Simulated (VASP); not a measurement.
Tc3Sn, 4 atoms in the cell. Symmetry: Fm-3m, No. 225, cubic system. Conventional cell: a = 6.344 Å, b = 6.344 Å, c = 6.344 Å, α = 90.00°, β = 90.00°, γ = 90.00°. Tc (site symmetry -43m) has 10 Tc at 2.75 to 3.17 Å and 4 Sn at 2.75 Å within 3.6 Å. Within 3.6 Å of Tc (site symmetry m-3m) lie 8 Tc at 2.75 Å and 6 Sn at 3.17 Å. Within 3.6 Å of Sn (site symmetry m-3m) lie 14 Tc at 2.75 to 3.17 Å. 

```yaml
Program: VASP 6.6.1
Task: single point
Functional: r2SCAN
Potentials_or_basis: VASP PAW PBE potentials, release 64 (Tc_pv, Sn_d)
Cutoff: 520 eV
k_mesh: 7 × 7 × 7
Occupations: fermi-dirac, width 0.05 eV
Spin: no spin polarisation
Dipole_correction: no
Further_INCAR_settings: ALGO = Normal; EDIFF = 1e-07; NBANDS = 34
```

Potentials or basis: VASP PAW PBE potentials, release 64 (Tc_pv, Sn_d).

Launch:

```bash
$ cat potpaw_PBE.64/Tc_pv/POTCAR potpaw_PBE.64/Sn_d/POTCAR > POTCAR
$ cp INCAR.step1 INCAR
$ mpirun -np 1 vasp_std > vasp.out
$ cp INCAR.step2 INCAR
$ mpirun -np 1 vasp_std > vasp.out
```

Hardware: 1 thread of AMD EPYC 7R13 Processor (Zen 3), with other jobs on the host.

Question: How long does it take, and how much memory?

Answer: It took 3 min on 1 thread of AMD EPYC 7R13 Processor (Zen 3), with other jobs on the host, peak memory 0.19 GiB. Counts: k points 20.
